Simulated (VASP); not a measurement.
The system is Os.

```
Os
1.0
    -1.50455    1.50455    1.50455
     1.50455   -1.50455    1.50455
     1.50455    1.50455   -1.50455
Os
1
Direct
  0.00000 0.00000 0.00000
```

This cell differs from its parent crystal: volume scaled by 0.88.

Base run:

```yaml
Program: VASP 6.6.1
Functional: BLYP
Potentials_or_basis: VASP PAW PBE potentials, release 64 (Os)
Cutoff: 520 eV
k_mesh: 16 × 16 × 16
Occupations: fermi-dirac, width 0.1 eV
Spin: no spin polarisation
```

Its results: band gap on the k mesh zero (band 4 reaches 13.45 eV, above the bottom of band 5 at 8.56 eV); pressure 57.6 GPa.

Question: The run is repeated on the same cell with these changes: potentials or basis from VASP PAW PBE potentials, release 64 (Os) to VASP PAW PBE potentials, release 64 (Os_sv_GW); cutoff from 520 eV to 500 eV; further incar settings from ALGO = Normal; EDIFF = 1e-06; NBANDS = 10 to ALGO = Normal; EDIFF = 1e-06; NBANDS = 14; valence electrons from 8 to 16. What comes out?

Answer: Band gap on the k mesh zero (band 8 reaches 17.83 eV, above the bottom of band 9 at 12.94 eV); pressure 52.2 GPa.

Caveats: the PAW data sets were made with another functional, which shifts forces and pressure a little; spin-orbit coupling is left out, which moves the levels of the heavy elements.
